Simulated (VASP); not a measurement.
The system is I.

```xyz
1
Lattice="2.5383 -3.7066 0.0000 2.5383 3.7066 0.0000 -1.6209 0.0000 2.3811" Properties=species:S:1:pos:R:3 pbc="T T T"
I     1.7279    0.0000    1.1905
```

- Program: VASP 6.6.1
- Task: relaxation of cell and atoms
- Functional: PBEsol
- Dispersion: D3(BJ)
- Potentials or basis: VASP PAW PBE potentials, release 64 (I)
- Cutoff: 600 eV
- k mesh: 7 × 7 × 11
- Occupations: fermi-dirac, width 0.05 eV
- Spin: no spin polarisation

At the start: pressure -1.4 GPa; volume 44.81 Å³/atom.

How do energy, volume and symmetry change on relaxing?

Over 27 steps the energy falls by 131.5 meV/atom and the volume is 34.40 Å³/atom (-23.2 %); space group Immm (No. 71, to 0.1 Å) before and after.

Step by step:
```tsv
step	energy change (eV)	largest force (eV/Å)	pressure (GPa)	volume (Å³)
1	0.0000	0.0000	-1.39	44.81
2	-0.0125	0.0000	-0.12	42.34
3	-0.0126	0.0000	0.00	42.14
4	-0.0214	0.0000	0.01	41.18
5	-0.0457	0.0000	0.31	38.35
6	-0.0708	0.0000	2.24	32.97
7	-0.0865	0.0000	0.84	32.79
8	-0.0886	0.0000	0.51	32.72
9	-0.0892	0.0000	0.04	32.57
10	-0.1048	0.0000	0.16	32.52
11	-0.1163	0.0000	0.48	32.44
12	-0.1123	0.0000	1.86	32.19
13	-0.1178	0.0000	1.02	32.32
14	-0.1181	0.0000	0.84	32.36
15	-0.1245	0.0000	0.35	33.07
16	-0.1304	0.0000	-0.55	34.71
17	-0.1290	0.0000	0.49	34.46
18	-0.1314	0.0000	-0.16	34.61
19	-0.1315	0.0000	0.01	34.43
20	-0.1315	0.0000	-0.04	34.46
21	-0.1315	0.0000	-0.06	34.45
22	-0.1315	0.0000	-0.01	34.44
23	-0.1315	0.0000	0.00	34.45
24	-0.1315	0.0000	0.00	34.45
25	-0.1315	0.0000	-0.04	34.44
26	-0.1315	0.0000	-0.04	34.45
27	-0.1315	0.0000	-0.01	34.40
```

Final structure:
```xyz
1
Lattice="2.2042 -3.4755 -0.3650 2.2042 3.4755 -0.3650 -1.7484 0.0000 2.5349" Properties=species:S:1:pos:R:3 pbc="T T T"
I     1.3300    0.0000    0.9024
```

Caveat: the volume moved by over 15 % at a fixed basis, so the end points are rough; the PAW data sets were made with another functional, which shifts forces and pressure a little; an odd number of electrons without spin polarisation forces a metal; a magnetic or distorted state may lie lower.
